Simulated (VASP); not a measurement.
A run of VASP 6.6.1:

File INCAR:

```
ALGO = Normal
EDIFF = 1E-6
ENCUT = 520
GGA = CA
ISIF = 2
ISMEAR = -1
LASPH = T
LCHARG = F
LREAL = F
LWAVE = F
NBANDS = 12
NELM = 80
PREC = Accurate
SIGMA = 0.05
```

KPOINTS

```
k-points
0
Gamma
  11 11 11
```

File POSCAR:

```
Ti
1.0
   -1.6410000000      1.6410000000      1.6410000000
    1.6410000000     -1.6410000000      1.6410000000
    1.6410000000      1.6410000000     -1.6410000000
Ti
1
Direct
    0.0000000000      0.0000000000      0.0000000000
```

Potentials or basis: VASP PAW LDA potentials, release 64 (Ti_sv).

Launch:

```sh
$ cat potpaw_LDA.64/Ti_sv/POTCAR > POTCAR
$ mpirun -np 1 vasp_std > vasp.out
```

Hardware: 1 thread of AMD EPYC 7R43 64-Core Processor (Zen 3), with other jobs on the host.

**Question.** Estimate the wall time of this run.

**Answer.** It took 19 s on 1 thread of AMD EPYC 7R43 64-Core Processor (Zen 3), with other jobs on the host, peak memory 0.09 GiB. Counts: scf iterations 12, k points 56.
